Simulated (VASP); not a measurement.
# HfN (rocksalt type): single point with PBE

The system is HfN (rocksalt type).

```xyz
2
Lattice="0.0000 1.9598 1.9598 1.9598 0.0000 1.9598 1.9598 1.9598 0.0000" Properties=species:S:1:pos:R:3 pbc="T T T"
Hf    0.0000    0.0000    0.0000
N     1.9598    1.9598    1.9598
```

This cell differs from its parent crystal: volume scaled by 0.64.

```json
{"Program": "VASP 6.6.1", "Task": "single point", "Functional": "PBE", "Potentials or basis": "VASP PAW PBE potentials, release 64 (Hf_pv, N)", "Cutoff": "520 eV", "k mesh": "15 × 15 × 15", "Occupations": "fermi-dirac, width 0.1 eV", "Spin": "no spin polarisation"}
```

```json
{"Pressure": "301.7 GPa"}
```

Levels at points of the mesh, in eV from the Fermi level:
```tsv
k point	band 4	band 5	band 6	band 7	band 8	band 9	band 10	band 11	band 12	band 13
(0.00, 0.00, 0.00)	-19.72	-3.28	-3.28	-3.28	-0.78	-0.78	-0.78	3.13	3.13	7.07
```

Wall time 15 s on 1 thread of AMD EPYC 9R45 96-Core Processor (Zen 5) (shared host), peak memory 0.13 GiB.

Caveat: spin-orbit coupling is left out, which moves the levels of the heavy elements.
